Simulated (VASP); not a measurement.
Here is a VASP 6.6.1 calculation.

File INCAR:

```
SYSTEM = SnSe
PREC = Accurate ; ENCUT = 520
EDIFF = 1E-8 ; ISMEAR = -1
SIGMA = 0.02 ; LREAL = .False.
LASPH = .True. ; NELM = 60
ALGO = Normal ; ISIF = 2
LWAVE = .False. ; LCHARG = .False.
GGA = PE ; LEFG = .True.
NBANDS = 17
```

File KPOINTS:

```
Automatic mesh
0
Gamma
  9 9 9
  0 0 0
```

The input POSCAR:

```
SnSe
1.0
    0.0000000000      2.9999330352      2.9999330352
    2.9999330352      0.0000000000      2.9999330352
    2.9999330352      2.9999330352      0.0000000000
Sn Se
1 1
Direct
    0.0000000000      0.0000000000      0.0000000000
    0.5000000000      0.5000000000      0.5000000000
```

Potentials or basis: VASP PAW PBE potentials, release 64 (Sn_d, Se).

Run with:

```console
$ cat potpaw_PBE.64/Sn_d/POTCAR potpaw_PBE.64/Se/POTCAR > POTCAR
$ mpirun -np 1 vasp_std > vasp.out
```

(1) Estimate the pressure.

Results:

(1) 1.6 GPa.

Caveat: without QUAD_EFG the Cq values of the log hold for a quadrupole moment of 1 mb, not for the nuclei.
